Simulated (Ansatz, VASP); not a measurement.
**Two plane-wave programs on AlNi3**

Contents of INCAR:

```
SYSTEM = AlNi3
  PREC = Accurate
  ENCUT = 590
  EDIFF = 1E-6
  ISMEAR = -1
  SIGMA = 0.05
  LREAL = .FALSE.
  LASPH = .TRUE.
  NELM = 200
  ALGO = Normal
  ISIF = 2
  LWAVE = .FALSE.
  LCHARG = .TRUE.
  ISPIN = 2
  MAGMOM = 1 1 1 0
  LORBIT = 11
  LMAXMIX = 4
  GGA = CA
  LELF = .TRUE.
  LVHAR = .TRUE.
  NBANDS = 40
  GGA_COMPAT = .FALSE.
```

The input KPOINTS:

```
regular mesh
0
G
  8 8 8
  0 0 0
```

The input POSCAR:

```
AlNi3
1.0
    3.4511354705      0.0000000000      0.0000000000
    0.0000000000      3.4511354705      0.0000000000
    0.0000000000      0.0000000000      3.4511354705
Ni Al
3 1
Direct
    0.5000000000      0.5000000000      0.0000000000
    0.5000000000      0.0000000000      0.5000000000
    0.0000000000      0.5000000000      0.5000000000
    0.0000000000      0.0000000000      0.0000000000
```

Contents of input.yaml:

```yaml
crystal:
  lattice:
    - [3.4511354705, 0.0, 0.0]
    - [0.0, 3.4511354705, 0.0]
    - [0.0, 0.0, 3.4511354705]
  atoms:
    - { symbol: Ni, position: [0.5, 0.5, 0.0], spin: 1.0 }
    - { symbol: Ni, position: [0.5, 0.0, 0.5], spin: 1.0 }
    - { symbol: Ni, position: [0.0, 0.5, 0.5], spin: 1.0 }
    - { symbol: Al, position: [0.0, 0.0, 0.0] }
hamiltonian:
  xc: lda
  pseudopotentials: { kind: paw }
magnetization:
  spin_polarized: true
kpoints:
  mp_grid: { grid: [8, 8, 8] }
scf:
  occupations: { method: fermi_dirac, width: 0.05 }
output:
  forces: true
  stress: true
  eigenvalues: true
```

Alike in both runs: task single point; functional LDA; k mesh 8 × 8 × 8; occupations fermi-dirac, width 0.05 eV; collinear spin.

```csv
,VASP,Ansatz
version,VASP 6.6.1,Ansatz 0.2.0
potentials or method,"VASP PAW LDA potentials, release 64 (Ni_sv_GW, Al)",Ansatz PAW
plane-wave cutoff (eV),590,420
valence electrons in the cell,57,57
```

Ansatz gave:

| Quantity | Value |
| --- | --- |
| gap on the k mesh at the Fermi level (eV) | none |
| pressure (GPa) | 6.0 |
| net moment per atom (μB) | 0.09 |
| size of the moment on the site where the two differ most (μB) | 0.13 |

Task: Which values does VASP return?

Result: gap on the k mesh at the Fermi level (eV): none; pressure (GPa): 3.1; net moment per atom (μB): 0.05; size of the moment on the site where the two differ most (μB): 0.08.

LDA's correlation is that of Perdew and Zunger in VASP and of Perdew and Wang (1992) in Ansatz. Site moments also hang on the region over which each program counts them. A gap of «none» marks a metal or a gap that the smearing closes.
